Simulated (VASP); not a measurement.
MoOs, 2 atoms in the cell. It takes space group P-6m2 (No. 187, hexagonal). The conventional cell has a = 2.782 Å, b = 2.782 Å, c = 4.507 Å, α = 90.00°, β = 90.00°, γ = 120.00°. Within 3.6 Å of Mo (site symmetry -6m2) lie 6 Os at 2.77 Å and 6 Mo at 2.78 Å. Within 3.6 Å of Os (site symmetry -6m2) lie 6 Mo at 2.77 Å and 6 Os at 2.78 Å. 

```yaml
Program: VASP 6.6.1
Task: single point
Functional: PBEsol
Potentials_or_basis: VASP PAW PBE potentials, release 64 (Mo_sv, Os)
Cutoff: 520 eV
k_mesh: 14 × 14 × 7
Occupations: fermi-dirac, width 0.05 eV
Spin: no spin polarisation
Dipole_correction: no
Further_INCAR_settings: ALGO = Normal; EDIFF = 1e-06; NBANDS = 18
```

Potentials or basis: VASP PAW PBE potentials, release 64 (Mo_sv, Os).

Launch:

```sh
$ cat potpaw_PBE.64/Mo_sv/POTCAR potpaw_PBE.64/Os/POTCAR > POTCAR
$ mpirun -np 1 vasp_std > vasp.out
```

Hardware: 1 thread of Intel(R) Xeon(R) Platinum 8259CL CPU @ 2.50GHz (Skylake/Cascade Lake) (shared host).

**Question.** Estimate the wall time of this run.

**Answer.** It took 86 s on 1 thread of Intel(R) Xeon(R) Platinum 8259CL CPU @ 2.50GHz (Skylake/Cascade Lake), on a shared host, peak memory 0.19 GiB. Counts: scf iterations 15, k points 96.
